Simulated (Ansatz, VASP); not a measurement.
## One calculation of KMgF3, two programs

```xyz
5
Lattice="4.0531 0.0000 0.0000 0.0000 4.0531 0.0000 0.0000 0.0000 4.0531" Properties=species:S:1:pos:R:3 pbc="T T T"
K     2.0265    2.0265    2.0265
Mg    0.0000    0.0000    0.0000
F     0.0000    2.0265    0.0000
F     2.0265    0.0000    0.0000
F     0.0000    0.0000    2.0265
```

Alike in both runs: task relaxation of cell and atoms; functional PBE; k mesh 6 × 6 × 6; occupations gaussian, width 0.02 eV; no spin polarisation.

```csv
,VASP,Ansatz
version,VASP 6.6.1,Ansatz 0.2.0
potentials or method,"VASP PAW PBE potentials, release 64 (K_sv, Mg, F), cutoff 600 eV","scalar-relativistic, plane waves, PAW"
valence electrons in the cell,32,40
```

|  | VASP | Ansatz | Ansatz less VASP |
| --- | --- | --- | --- |
| gap on the k mesh at the Fermi level, each at its own relaxed structure (eV) | 6.98 | 6.96 | -0.016 |
| relaxed volume (Å³/atom) | 13.24 | 13.32 | +0.082 |
| relaxed length of the cell vector where the two differ most in proportion (Å) | 4.045 | 4.054 | +0.0084 |

VASP's potentials hold 32 valence electrons a cell and Ansatz's 40, so a difference there can come from the potentials and not from the codes.
